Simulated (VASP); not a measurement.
# Ag (C2/m) in VASP: notebook

The runs below take Ag through single point, with PBEsol.

Everything below comes from runs of VASP 6.6.1. Logs are shortened: lines on timing, memory, paths and dates and some standing lists are left out, and cuts for length are marked.

## Step 1: The cell of the first run

The structure is monoclinic, space group C2/m (No. 12). Conventional cell: a = 5.075 Å, b = 2.930 Å, c = 4.790 Å, α = 90.00°, β = 90.00°, γ = 90.00°. Ag (site symmetry m) has 12 Ag at 2.69 to 3.25 Å within 3.5 Å.

## Step 2: Single point, PBEsol (atom 1 (Ag) moved by (-0.225, -0.225) A along y and z)

Contents of INCAR:

```
SYSTEM = Ag
ALGO = Fast ; EDIFF = 1E-7
ENCUT = 520 ; GGA = PS
ISIF = 2 ; ISMEAR = 0
LASPH = .True. ; LCHARG = .True.
LELF = .True. ; LREAL = .False.
LVHAR = .True. ; LWAVE = .False.
NBANDS = 18 ; NELM = 80
PREC = Accurate ; SIGMA = 0.15
```

Contents of KPOINTS:

```
k-points
0
Gamma
  18 18 10
  0 0 0
```

Contents of POSCAR:

```
Ag
1.0
    2.9299980804      0.0000000000      0.0000000000
   -1.4649990402      2.5374527707      0.0000000000
    0.0000000000      0.0000000000      4.7900000000
Ag
2
Direct
    0.2889975328      0.5779950655      0.2030271399
    0.6666666667      0.3333333333      0.7500000000
```

Potentials or basis: VASP PAW PBE potentials, release 64 (Ag).

On the command line:

```
cat potpaw_PBE.64/Ag/POTCAR > POTCAR
mpirun -np 1 vasp_std > vasp.out
```

OUTCAR:

```text
SYSTEM = Ag
   EDIFF = 1E-7
   ENCUT = 520
   GGA = PS
   ISIF = 2
   ISMEAR = 0
   LASPH = .True.
   LREAL = .False.
   NELM = 80
   PREC = Accurate

 ion  position               nearest neighbor table
   1  0.289  0.578  0.203-   2 2.69   2 2.69   2 2.90   2 3.07   2 3.07   2 3.25
   2  0.667  0.333  0.750-   1 2.69   1 2.69   1 2.90   1 3.07   1 3.07   1 3.25

  LATTYP: Found a hexagonal cell.
 ALAT       =     2.9299980804
 C/A-ratio  =     1.6348133577

  Lattice vectors:

 A1 = (   2.9299980804,   0.0000000000,   0.0000000000)
 A2 = (  -1.4649990402,   2.5374527707,   0.0000000000)
 A3 = (   0.0000000000,   0.0000000000,   4.7900000000)

Analysis of symmetry for initial positions (statically):
=====================================================================
 Subroutine PRICEL returns:
 Original cell was already a primitive cell.

 Routine SETGRP: Setting up the symmetry group for a
 hexagonal supercell.

 Subroutine GETGRP returns: Found  4 space group operations
 (whereof  2 operations were pure point group operations)
 out of a pool of 24 trial point group operations.

The static configuration has the point symmetry C_1h.
 The point group associated with its full space group is C_2h.

Analysis of symmetry for dynamics (positions and initial velocities):
=====================================================================
 Subroutine PRICEL returns:
 Original cell was already a primitive cell.

 Routine SETGRP: Setting up the symmetry group for a
 hexagonal supercell.

 Subroutine GETGRP returns: Found  4 space group operations
 (whereof  2 operations were pure point group operations)
 out of a pool of 24 trial point group operations.

The dynamic configuration has the point symmetry C_1h.
 The point group associated with its full space group is C_2h.

 Subroutine INISYM returns: Found  4 space group operations
 (whereof  2 operations are pure point group operations),
 and found     1 'primitive' translations

----------------------------------------------------------------------------------------

                                     Primitive cell

  volume of cell :      35.6124

  direct lattice vectors                    reciprocal lattice vectors
     2.929998080  0.000000000  0.000000000     0.341297152  0.197048003  0.000000000
    -1.464999040  2.537452771  0.000000000     0.000000000  0.394096005  0.000000000
     0.000000000  0.000000000  4.790000000     0.000000000  0.000000000  0.208768267

  length of vectors
     2.929998080  2.929998080  4.790000000     0.394096005  0.394096005  0.208768267

  position of ions in fractional coordinates (direct lattice)
     0.288997533  0.577995065  0.203027140
     0.666666667  0.333333333  0.750000000

  ion indices of the primitive-cell ions
   primitive index   ion index
                 1           1
                 2           2

----------------------------------------------------------------------------------------

 KPOINTS: k-points

Automatic generation of k-mesh.
 Grid dimensions read from file:
 generate k-points for:   18   18   10

 Generating k-lattice:

  Cartesian coordinates                     Fractional coordinates (reciprocal lattice)
     0.018960953  0.010947111  0.000000000     0.055555556  0.000000000  0.000000000
     0.000000000  0.021894223  0.000000000     0.000000000  0.055555556  0.000000000
     0.000000000  0.000000000  0.020876827     0.000000000  0.000000000  0.100000000

  Length of vectors
     0.021894223  0.021894223  0.020876827

  Shift w.r.t. Gamma in fractional coordinates (k-lattice)
     0.000000000  0.000000000  0.000000000

 Subroutine IBZKPT returns following result:
 ===========================================

 Found    866 irreducible k-points:

 Following reciprocal coordinates:
            Coordinates               Weight
  0.000000  0.000000  0.000000      1.000000
  0.055556  0.000000  0.000000      4.000000
  0.000000  0.055556  0.000000      2.000000
  0.111111  0.000000  0.000000      4.000000
  0.000000  0.111111  0.000000      2.000000
  0.166667  0.000000  0.000000      4.000000
[... 16 lines left out ...]
 -0.055556  0.166667  0.000000      4.000000
 -0.166667  0.111111  0.000000      4.000000
 [... further k-points ...]
   k-points           NKPTS =    866   k-points in BZ     NKDIM =    866   number of bands    NBANDS=     18
   number of dos      NEDOS =    301   number of ions     NIONS =      2
   total plane-waves  NPLWV =  20736
   dimension x,y,z NGX =    24 NGY =   24 NGZ =   36
   dimension x,y,z NGXF=    48 NGYF=   48 NGZF=   72
   ions per type =               2
   NGX,Y,Z   is equivalent  to a cutoff of  13.62, 13.62, 12.49 a.u.
   NGXF,Y,Z  is equivalent  to a cutoff of  27.23, 27.23, 24.99 a.u.
 SYSTEM =  Ag
   PREC   = accura    normal or accurate (medium, high low for compatibility)
   ISTART =      0    job   : 0-new  1-cont  2-samecut
   ICHARG =      2    charge: 1-file 2-atom 10-const
   ISPIN  =      1    spin polarized calculation?
   LNONCOLLINEAR =      F non collinear calculations
   LSORBIT =      F    spin-orbit coupling
   LASPH  =      T    aspherical Exc in radial PAW
   ENCUT  =  520.0 eV  38.22 Ry    6.18 a.u.   5.45  5.45  8.91*2*pi/ulx,y,z
   NELM   =     80;   NELMIN=  2; NELMDL= -5     # of ELM steps
   EDIFF  = 0.1E-06   stopping-criterion for ELM
   LREAL  =      F    real-space projection
   EDIFFG = 0.1E-05   stopping-criterion for IOM
   NSW    =      0    number of steps for IOM
   IBRION =     -1    ionic relax: 0-MD 1-quasi-New 2-CG
   NFREE  =      0    steps in history (QN), initial steepest desc. (CG)
   ISIF   =      2    stress and relaxation
   ISYM   =      2    0-nonsym 1-usesym 2-fastsym
   POTIM  = 0.5000    time-step for ionic-motion
   TEBEG  =    0.0;   TEEND  =   0.0 temperature during run
   PSTRESS=    0.0 pullay stress
   NELECT =      22.0000    total number of electrons
   NUPDOWN=      -1.0000    fix difference up-down
   EMIN   =  10.00;   EMAX   =-10.00  energy-range for DOS
   EFERMI =   0.00;   METHOD = LEGACY
   ISMEAR =     0;   SIGMA  =   0.15  broadening in eV -4-tet -1-fermi 0-gaus
   EFERMI_NEDOS =   21; number of points for ismear=-14 and -15
   IALGO  =     68    algorithm
   IMIX   =      4    mixing-type and parameters
     AMIX     =   0.40;   BMIX     =  1.00
     AMIX_MAG =   1.60;   BMIX_MAG =  1.00
  volume/ion in A,a.u.               =      17.81       120.16
  Fermi-wavevector in a.u.,A,eV,Ry     =   1.394276  2.634800 26.449806  1.944006
  Thomas-Fermi vector in A             =   2.517841
   LORBIT       =      0    0 simple, 1 ext, 2 COOP (PROOUT), +10 PAW based schemes
   GGA     = PS    functional components
   LHFCALC =     F    Hartree Fock is set to
   AEXX    =    0.0000 exact exchange contribution
   IVDW    =     0    specifies the selected vdW correction
   LEPSILON=     F    determine dielectric tensor
   LRPA    =     F    only Hartree local field effects (RPA)
 non-spin polarized calculation
 RMM-DIIS sequential band-by-band and
 Gauss-broadening in eV      SIGMA  =   0.15
  energy-cutoff  :      520.00
  volume of cell :       35.61
 maximum number of plane-waves:       990
 NGX is ok and might be reduce to    24
   NGX = 11   NGY = 11   NGZ = 17

 number of electron      22.0000005 magnetization

 Free energy of the ion-electron system (eV)
  ---------------------------------------------------
  ext. energy  EPLUGINS =         0.00000000
  ---------------------------------------------------
  free energy    TOTEN  =        -6.42434380 eV

  energy without entropy =       -6.41754879  energy(sigma->0) =       -6.42094629

 E-fermi :   7.6599     XC(G=0): -12.1307

 val. band max:        7.6596169622   @ k =  -0.4444  -0.0556   0.1000
 cond. band min:       7.6605048148   @ k =   0.0556   0.0000   0.0000
 fundamental gap:      0.0008878526
 Fermi energy:         7.6599168632

 k-point     1 :       0.0000    0.0000    0.0000
  band No.  band energies     occupation
      1       0.1006      2.00000
      2       1.4223      2.00000
      3       2.8500      2.00000
      4       2.9940      2.00000
      5       3.1121      2.00000
      6       3.1147      2.00000
[... 10 lines left out ...]
     17      25.3936      0.00000
     18      26.3328      0.00000

 k-point     2 :       0.0556    0.0000    0.0000
  band No.  band energies     occupation
      1       0.1839      2.00000
      2       1.4726      2.00000
      3       2.8287      2.00000
      4       3.0002      2.00000
      5       3.1024      2.00000
      6       3.1416      2.00000
[... 10 lines left out ...]
     17      25.4496      0.00000
     18      26.1382      0.00000

 k-point     3 :       0.0000    0.0556    0.0000
  band No.  band energies     occupation
      1       0.1820      2.00000
      2       1.4642      2.00000
      3       2.8315      2.00000
      4       3.0346      2.00000
      5       3.1127      2.00000
      6       3.1229      2.00000
[... 10 lines left out ...]
     17      25.4221      0.00000
     18      26.4924      0.00000

 k-point     4 :       0.1111    0.0000    0.0000
  band No.  band energies     occupation
      1       0.4271      2.00000
      2       1.6119      2.00000
      3       2.7516      2.00000
      4       2.9782      2.00000
      5       3.1042      2.00000
      6       3.2476      2.00000
[... 375 lines left out ...]
      4       2.9375      2.00000
      5       3.1261      2.00000
      6       3.3627      2.00000
[... 10 lines left out ...]
     17      25.4458      0.00000
     18      25.9774      0.00000

 k-point    23 :      -0.0556    0.1667    0.0000
  band No.  band energies     occupation
      1       0.6442      2.00000
      2       1.6799      2.00000
      3       2.6987      2.00000
      4       3.0251      2.00000
      5       3.1391      2.00000
      6       3.3285      2.00000
[... 10 lines left out ...]
     17      25.5387      0.00000
     18      25.9015      0.00000

 k-point    24 :      -0.1667    0.1111    0.0000
  band No.  band energies     occupation
      1       0.6634      2.00000
      2       1.7447      2.00000
      3       2.6779      2.00000
      4       2.9696      2.00000
      5       3.0844      2.00000
      6       3.3201      2.00000
[... 10 lines left out ...]
     17      25.4277      0.00000
     18      25.7581      0.00000

 [... further k-points ...]

------------------------ aborting loop because EDIFF is reached ----------------------------------------

  FORCE on cell =-STRESS in cart. coord.  units (eV):
  Direction    XX          YY          ZZ          XY          YZ          ZX
  --------------------------------------------------------------------------------------
  -------------------------------------------------------------------------------------
  Total       -0.6721042     -1.3370360     -0.2120352      0.0000000      0.3155640      0.0000000
  in kB      -30.2375364    -60.1523887     -9.5393281      0.0000000     14.1970193      0.0000000
  external PRESSURE =     -33.3097511 kB  Pullay stress =       0.0000000 kB

 VOLUME and BASIS-vectors are now :
 -----------------------------------------------------------------------------
  energy-cutoff  :      520.00
  volume of cell :       35.61
      direct lattice vectors                 reciprocal lattice vectors
     2.929998080  0.000000000  0.000000000     0.341297152  0.197048003  0.000000000
    -1.464999040  2.537452771  0.000000000     0.000000000  0.394096005  0.000000000
     0.000000000  0.000000000  4.790000000     0.000000000  0.000000000  0.208768267

 POSITION                                       TOTAL-FORCE (eV/Angst)
 -----------------------------------------------------------------------------------
      0.00000      1.46664      0.97250         0.000000      0.183457      1.132614
      1.46500      0.84582      3.59250        -0.000000     -0.183457     -1.132614
 -----------------------------------------------------------------------------------
    total drift:                               -0.000000      0.000003     -0.000016

  FREE ENERGIE OF THE ION-ELECTRON SYSTEM (eV)
  ---------------------------------------------------
  free  energy   TOTEN  =        -6.4243438017 eV

  energy  without entropy=       -6.4175487868  energy(sigma->0) =       -6.42094629
```

Wall time 2.8 min (1 thread of Intel Xeon 6975P-C (Granite Rapids), shared host); peak memory 0.53 GiB.

Results:

- Free energy: -6.4243 eV
- Pressure: -3.3 GPa
- Largest force: 1.147 eV/Å
- Band gap on the k mesh: zero (bands 11 and 12 overlap by 7.03 eV)

Forces on the atoms (eV/Å):
```
Ag   0.000  0.183  1.133
Ag   0.000 -0.183 -1.133
```

Stress tensor (GPa, compression positive):
```
-3.02  0.00  0.00
 0.00 -6.02  1.42
 0.00  1.42 -0.95
```

Caveat: the cell differs from its parent crystal (atom 1 (Ag) moved by (-0.225, -0.225) A along y and z); the cell stands under tension; the PAW data sets were made with another functional, which shifts forces and pressure a little.

[end of part 1 of 2]
